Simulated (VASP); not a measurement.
# C (P2_1/m) in VASP: a series of runs

C is run at these levels: PBEsol; tasks: single point.

All numbers are computed with VASP 6.6.1; they aren't measurements. Logs are shortened: lines on timing, memory, paths and dates and some standing lists are left out, and cuts for length are marked.

### Step 1. The cell of the first run

Symmetry: P2_1/m, No. 11, monoclinic system. Conventional cell: a = 2.401 Å, b = 7.246 Å, c = 2.445 Å, α = 90.00°, β = 119.42°, γ = 90.00°. C (site symmetry m) has 3 C at 1.39 to 1.42 Å within 1.9 Å. Within 1.9 Å of C (site symmetry m) lie 3 C at 1.39 to 1.42 Å.

### Step 2. Single point, PBEsol (mode 4 frozen in at -0.284 Å, normal strain along x -0.0233)

INCAR

```
ALGO = Normal
EDIFF = 1E-6
ENCUT = 520
GGA = PS
ISIF = 2
ISMEAR = 0
LASPH = True
LCHARG = False
LREAL = False
LWAVE = False
NBANDS = 16
NELM = 60
PREC = Accurate
SIGMA = 0.15
```

KPOINTS

```
k-points
0
Gamma
  18 18 6
```

POSCAR

```
C
1.0
    2.4014445374      0.0000000000      0.0000000000
   -1.2007222687      2.1293252536      0.0000000000
    0.0000000000      0.0000000000      7.2458067263
C
4
Direct
   -0.1154958935      0.0000000000      0.0025000000
    0.1154958935      0.0000000000      0.5025000000
    0.2178266890      0.6666666667      0.0025000000
    0.7821733110      0.3333333333      0.5025000000
```

Potentials or basis: VASP PAW PBE potentials, release 64 (C).

On the command line:

```
> cat potpaw_PBE.64/C/POTCAR > POTCAR
> mpirun -np 1 vasp_std > vasp.out
```

OUTCAR:

```text
EDIFF = 1E-6
   ENCUT = 520
   GGA = PS
   ISIF = 2
   ISMEAR = 0
   LASPH = True
   LREAL = False
   NELM = 60
   PREC = Accurate

 ion  position               nearest neighbor table
   1  0.885  0.000  0.002-   3 1.39   3 1.39   3 1.42
   2  0.115  0.000  0.502-   4 1.39   4 1.39   4 1.42
   3  0.218  0.667  0.002-   1 1.39   1 1.39   1 1.42
   4  0.782  0.333  0.502-   2 1.39   2 1.39   2 1.42

  LATTYP: Found a base centered orthorhombic cell.
 ALAT       =     2.4014445374
 B/A-ratio  =     1.7733703364
 C/A-ratio  =     3.0172700695

  Lattice vectors:

 A1 = (   1.2007222687,  -2.1293252536,   0.0000000000)
 A2 = (   1.2007222687,   2.1293252536,   0.0000000000)
 A3 = (   0.0000000000,   0.0000000000,   7.2458067263)

Analysis of symmetry for initial positions (statically):
=====================================================================
 Subroutine PRICEL returns:
 Original cell was already a primitive cell.

 Routine SETGRP: Setting up the symmetry group for a
 base centered orthorhombic supercell.

 Subroutine GETGRP returns: Found  4 space group operations
 (whereof  1 operations were pure point group operations)
 out of a pool of  8 trial point group operations.

The static configuration has the point symmetry C_1 .
 The point group associated with its full space group is C_2h.

Analysis of symmetry for dynamics (positions and initial velocities):
=====================================================================
 Subroutine PRICEL returns:
 Original cell was already a primitive cell.

 Routine SETGRP: Setting up the symmetry group for a
 base centered orthorhombic supercell.

 Subroutine GETGRP returns: Found  4 space group operations
 (whereof  1 operations were pure point group operations)
 out of a pool of  8 trial point group operations.

The dynamic configuration has the point symmetry C_1 .
 The point group associated with its full space group is C_2h.

 Subroutine INISYM returns: Found  4 space group operations
 (whereof  1 operations are pure point group operations),
 and found     1 'primitive' translations

----------------------------------------------------------------------------------------

                                     Primitive cell

  volume of cell :      37.0511

  direct lattice vectors                    reciprocal lattice vectors
     2.401444537  0.000000000  0.000000000     0.416416030  0.234816170  0.000000000
    -1.200722269  2.129325254  0.000000000     0.000000000  0.469632339  0.000000000
     0.000000000  0.000000000  7.245806726     0.000000000  0.000000000  0.138010858

  length of vectors
     2.401444537  2.444536766  7.245806726     0.478059561  0.469632339  0.138010858

  position of ions in fractional coordinates (direct lattice)
     0.884504107  0.000000000  0.002500000
     0.115495893  0.000000000  0.502500000
     0.217826689  0.666666667  0.002500000
     0.782173311  0.333333333  0.502500000

  ion indices of the primitive-cell ions
   primitive index   ion index
                 1           1
                 2           2
                 3           3
                 4           4

----------------------------------------------------------------------------------------

 KPOINTS: k-points

Automatic generation of k-mesh.
 Grid dimensions read from file:
 generate k-points for:   18   18    6

 Generating k-lattice:

  Cartesian coordinates                     Fractional coordinates (reciprocal lattice)
     0.023134224  0.013045343  0.000000000     0.055555556  0.000000000  0.000000000
     0.000000000  0.026090686  0.000000000     0.000000000  0.055555556  0.000000000
     0.000000000  0.000000000  0.023001810     0.000000000  0.000000000  0.166666667

  Length of vectors
     0.026558864  0.026090686  0.023001810

  Shift w.r.t. Gamma in fractional coordinates (k-lattice)
     0.000000000  0.000000000  0.000000000

 Subroutine IBZKPT returns following result:
 ===========================================

 Found    656 irreducible k-points:

 Following reciprocal coordinates:
            Coordinates               Weight
  0.000000  0.000000  0.000000      1.000000
  0.055556 -0.000000  0.000000      2.000000
  0.055556 -0.055556  0.000000      2.000000
  0.111111 -0.000000  0.000000      2.000000
  0.111111 -0.111111  0.000000      2.000000
  0.166667  0.000000  0.000000      2.000000
[... 16 lines left out ...]
  0.111111  0.055556  0.000000      2.000000
  0.111111 -0.166667  0.000000      2.000000
 [... further k-points ...]
   k-points           NKPTS =    656   k-points in BZ     NKDIM =    656   number of bands    NBANDS=     16
   number of dos      NEDOS =    301   number of ions     NIONS =      4
   total plane-waves  NPLWV =  17496
   dimension x,y,z NGX =    18 NGY =   18 NGZ =   54
   dimension x,y,z NGXF=    36 NGYF=   36 NGZF=  108
   ions per type =               4
   NGX,Y,Z   is equivalent  to a cutoff of  12.46, 12.24, 12.39 a.u.
   NGXF,Y,Z  is equivalent  to a cutoff of  24.92, 24.48, 24.78 a.u.
 SYSTEM =  unknown system
   PREC   = accura    normal or accurate (medium, high low for compatibility)
   ISTART =      0    job   : 0-new  1-cont  2-samecut
   ICHARG =      2    charge: 1-file 2-atom 10-const
   ISPIN  =      1    spin polarized calculation?
   LNONCOLLINEAR =      F non collinear calculations
   LSORBIT =      F    spin-orbit coupling
   LASPH  =      T    aspherical Exc in radial PAW
   ENCUT  =  520.0 eV  38.22 Ry    6.18 a.u.   4.47  4.55 13.47*2*pi/ulx,y,z
   NELM   =     60;   NELMIN=  2; NELMDL= -5     # of ELM steps
   EDIFF  = 0.1E-05   stopping-criterion for ELM
   LREAL  =      F    real-space projection
   EDIFFG = 0.1E-04   stopping-criterion for IOM
   NSW    =      0    number of steps for IOM
   IBRION =     -1    ionic relax: 0-MD 1-quasi-New 2-CG
   NFREE  =      0    steps in history (QN), initial steepest desc. (CG)
   ISIF   =      2    stress and relaxation
   ISYM   =      2    0-nonsym 1-usesym 2-fastsym
   POTIM  = 0.5000    time-step for ionic-motion
   TEBEG  =    0.0;   TEEND  =   0.0 temperature during run
   PSTRESS=    0.0 pullay stress
   NELECT =      16.0000    total number of electrons
   NUPDOWN=      -1.0000    fix difference up-down
   EMIN   =  10.00;   EMAX   =-10.00  energy-range for DOS
   EFERMI =   0.00;   METHOD = LEGACY
   ISMEAR =     0;   SIGMA  =   0.15  broadening in eV -4-tet -1-fermi 0-gaus
   EFERMI_NEDOS =   21; number of points for ismear=-14 and -15
   IALGO  =     38    algorithm
   IMIX   =      4    mixing-type and parameters
     AMIX     =   0.40;   BMIX     =  1.00
     AMIX_MAG =   1.60;   BMIX_MAG =  1.00
  volume/ion in A,a.u.               =       9.26        62.51
  Fermi-wavevector in a.u.,A,eV,Ry     =   1.237412  2.338370 20.833090  1.531189
  Thomas-Fermi vector in A             =   2.371980
   LORBIT       =      0    0 simple, 1 ext, 2 COOP (PROOUT), +10 PAW based schemes
   GGA     = PS    functional components
   LHFCALC =     F    Hartree Fock is set to
   AEXX    =    0.0000 exact exchange contribution
   IVDW    =     0    specifies the selected vdW correction
   LEPSILON=     F    determine dielectric tensor
   LRPA    =     F    only Hartree local field effects (RPA)
 non-spin polarized calculation
 Gauss-broadening in eV      SIGMA  =   0.15
  energy-cutoff  :      520.00
  volume of cell :       37.05
 maximum number of plane-waves:      1019
 NGX is ok and might be reduce to    18
   NGX =  9   NGY =  9   NGZ = 27

 number of electron      15.9999999 magnetization

 Free energy of the ion-electron system (eV)
  ---------------------------------------------------
  ext. energy  EPLUGINS =         0.00000000
  ---------------------------------------------------
  free energy    TOTEN  =       -38.50212512 eV

  energy without entropy =      -38.50156873  energy(sigma->0) =      -38.50184692

 E-fermi :   4.1954     XC(G=0): -10.0817

 val. band max:        4.0992968864   @ k =   0.3333   0.3333   0.3333
 cond. band min:       4.2915648912   @ k =   0.3333   0.3333   0.3333
 fundamental gap:      0.1922680048
 Fermi energy:         4.1954425352

 k-point     1 :       0.0000    0.0000    0.0000
  band No.  band energies     occupation
      1     -15.6990      2.00000
      2     -15.5367      2.00000
      3      -4.3643      2.00000
      4      -3.0479      2.00000
      5       1.1726      2.00000
      6       1.1778      2.00000
[... 8 lines left out ...]
     15      16.1849      0.00000
     16      16.2348      0.00000

 k-point     2 :       0.0556   -0.0000    0.0000
  band No.  band energies     occupation
      1     -15.6228      2.00000
      2     -15.4613      2.00000
      3      -4.2708      2.00000
      4      -2.9583      2.00000
      5       0.9502      2.00000
      6       0.9543      2.00000
[... 8 lines left out ...]
     15      15.9217      0.00000
     16      15.9606      0.00000

 k-point     3 :       0.0556   -0.0556    0.0000
  band No.  band energies     occupation
      1     -15.6228      2.00000
      2     -15.4613      2.00000
      3      -4.2707      2.00000
      4      -2.9584      2.00000
      5       0.9458      2.00000
      6       0.9588      2.00000
[... 8 lines left out ...]
     15      15.8925      0.00000
     16      15.9904      0.00000

 k-point     4 :       0.1111   -0.0000    0.0000
  band No.  band energies     occupation
      1     -15.3946      2.00000
      2     -15.2355      2.00000
      3      -3.9912      2.00000
      4      -2.6907      2.00000
      5       0.1509      2.00000
      6       0.1673      2.00000
[... 8 lines left out ...]
     15      15.1508      0.00000
     16      15.2052      0.00000
[... 324 lines left out ...]
 k-point    22 :       0.0556   -0.1111    0.0000
  band No.  band energies     occupation
      1     -15.4759      2.00000
      2     -15.3161      2.00000
      3      -4.0911      2.00000
      4      -2.7872      2.00000
      5       0.3526      2.00000
      6       0.3716      2.00000
[... 8 lines left out ...]
     15      15.3234      0.00000
     16      15.5027      0.00000

 k-point    23 :       0.1111    0.0556    0.0000
  band No.  band energies     occupation
      1     -15.1750      2.00000
      2     -15.0183      2.00000
      3      -3.7236      2.00000
      4      -2.4354      2.00000
      5      -0.5114      2.00000
      6      -0.5003      2.00000
[... 8 lines left out ...]
     15      14.8108      0.00000
     16      14.8548      0.00000

 k-point    24 :       0.1111   -0.1667    0.0000
  band No.  band energies     occupation
      1     -15.1749      2.00000
      2     -15.0183      2.00000
      3      -3.7229      2.00000
      4      -2.4363      2.00000
      5      -0.5190      2.00000
      6      -0.4923      2.00000
[... 8 lines left out ...]
     15      14.8165      0.00000
     16      14.8475      0.00000

 [... further k-points ...]

------------------------ aborting loop because EDIFF is reached ----------------------------------------

  FORCE on cell =-STRESS in cart. coord.  units (eV):
  Direction    XX          YY          ZZ          XY          YZ          ZX
  --------------------------------------------------------------------------------------
  -------------------------------------------------------------------------------------
  Total        6.0691229      1.2143517      0.0307055     -0.0019120      0.0000000      0.0000000
  in kB      262.4431276     52.5114183      1.3277764     -0.0826805      0.0000000      0.0000000
  external PRESSURE =     105.4274408 kB  Pullay stress =       0.0000000 kB

 VOLUME and BASIS-vectors are now :
 -----------------------------------------------------------------------------
  energy-cutoff  :      520.00
  volume of cell :       37.05
      direct lattice vectors                 reciprocal lattice vectors
     2.401444537  0.000000000  0.000000000     0.416416030  0.234816170  0.000000000
    -1.200722269  2.129325254  0.000000000     0.000000000  0.469632339  0.000000000
     0.000000000  0.000000000  7.245806726     0.000000000  0.000000000  0.138010858

 POSITION                                       TOTAL-FORCE (eV/Angst)
 -----------------------------------------------------------------------------------
      2.12409      0.00000      0.01811         0.012800      0.339544     -0.000000
      0.27736      0.00000      3.64102        -0.012800     -0.339544      0.000000
     -0.27738      1.41955      0.01811        -0.002320     -0.349648      0.000000
      1.47811      0.70978      3.64102         0.002320      0.349648      0.000000
 -----------------------------------------------------------------------------------
    total drift:                               -0.000000     -0.000000      0.000000

  FREE ENERGIE OF THE ION-ELECTRON SYSTEM (eV)
  ---------------------------------------------------
  free  energy   TOTEN  =       -38.5021251168 eV

  energy  without entropy=      -38.5015687291  energy(sigma->0) =      -38.50184692
```

Wall time 4.1 min (1 thread of Intel Xeon Platinum 8488C (Sapphire Rapids), shared host); peak memory 0.36 GiB.

What came out:

```
Free energy            : -38.5021 eV
Pressure               : 10.5 GPa
Largest force          : 0.350 eV/Å
Band gap on the k mesh : 0.19 eV, direct
```

Forces in eV/Å, atoms in the order of the input:
```
C    0.013  0.340  0.000
C   -0.013 -0.340  0.000
C   -0.002 -0.350  0.000
C    0.002  0.350  0.000
```

Caveat: the cell differs from its parent crystal (mode 4 frozen in at -0.284 Å, normal strain along x -0.0233); the PAW data sets were made with another functional, which shifts forces and pressure a little; this functional lacks dispersion, which binds the layers, so the pressure and a relaxed spacing across them are unreliable. A k mesh can miss the band edges.

### Step 3. Single point, PBEsol (mode 4 frozen in at -0.142 Å, normal strain along x +0.0233)

INCAR

```
ALGO     = Normal         # electronic algorithm
EDIFF    = 1E-6           # SCF threshold, eV
ENCUT    = 520            # plane-wave cutoff, eV
GGA      = PS             # functional
ISIF     = 2              # what is computed and relaxed
ISMEAR   = 0              # smearing method
LASPH    = T              # aspherical terms in the spheres
LCHARG   = F              # write CHGCAR
LREAL    = F              # projectors in reciprocal space
LWAVE    = F              # write WAVECAR
NBANDS   = 16             # bands
NELM     = 100            # most SCF steps
PREC     = Accurate       # precision mode
SIGMA    = 0.15           # smearing width, eV
```

KPOINTS is that of step 2.

POSCAR

```
C
1.0
    2.5160214960      0.0000000000      0.0000000000
   -1.2580107480      2.1293252536      0.0000000000
    0.0000000000      0.0000000000      7.2458067263
C
4
Direct
   -0.0577479467      0.0000000000      0.0025000000
    0.0577479467      0.0000000000      0.5025000000
    0.2755800112      0.6666666667      0.0025000000
    0.7244199888      0.3333333333      0.5025000000
```

Potentials or basis: VASP PAW PBE potentials, release 64 (C).

On the command line:

```
> cat potpaw_PBE.64/C/POTCAR > POTCAR
> mpirun -np 1 vasp_std > vasp.out
```

Run time: 4.1 min. Hardware: 1 thread of Intel Xeon Platinum 8488C (Sapphire Rapids), shared host; peak memory 0.37 GiB.

The run converged. Its results:

* Free energy: -38.5235 eV
* Pressure: -7.8 GPa
* Largest force: 0.229 eV/Å
* Band gap on the k mesh: 0.15 eV, direct

Forces on the atoms (eV/Å):
```
C   -0.002 -0.229  0.000
C    0.002  0.229  0.000
C    0.010  0.227  0.000
C   -0.010 -0.227  0.000
```

Stress tensor (GPa, compression positive):
```
-20.78  -0.10   0.00
 -0.10  -2.54   0.00
  0.00   0.00   0.05
```

Levels at points of the mesh, in eV from the valence-band top:
```csv
k point,band 4,band 5,band 6,band 7,band 8,band 9,band 10,band 11,band 12,band 13
"(0.00, 0.00, 0.00)",-6.69,-2.98,-2.97,-2.90,-2.89,3.71,7.93,7.96,8.38,8.41
"(0.50, 0.00, 0.00)",-12.93,-6.13,-6.11,-2.71,-1.99,1.34,2.20,7.34,7.55,10.67
"(0.50, 0.50, 0.00)",-12.96,-6.13,-6.11,-2.46,-2.31,1.74,1.88,7.34,7.55,10.75
"(0.00, 0.50, 0.00)",-13.01,-6.50,-6.48,-2.30,-1.84,1.51,2.00,6.55,6.72,10.99
"(0.00, 0.00, 0.50)",-7.43,-2.97,-2.97,-2.89,-2.89,5.82,5.82,7.94,7.94,8.39
"(0.50, 0.00, 0.50)",-12.97,-6.12,-6.12,-2.35,-2.35,1.69,1.69,7.45,7.45,11.95
"(0.50, 0.50, 0.50)",-12.97,-6.12,-6.12,-2.35,-2.35,1.69,1.69,7.45,7.45,11.89
"(0.00, 0.50, 0.50)",-13.04,-6.49,-6.49,-2.04,-2.04,1.65,1.65,6.63,6.63,11.97
```

Caveat: the cell differs from its parent crystal (mode 4 frozen in at -0.142 Å, normal strain along x +0.0233); the PAW data sets were made with another functional, which shifts forces and pressure a little; this functional lacks dispersion, which binds the layers, so the pressure and a relaxed spacing across them are unreliable.

(Part 1 of 2 ends here.)
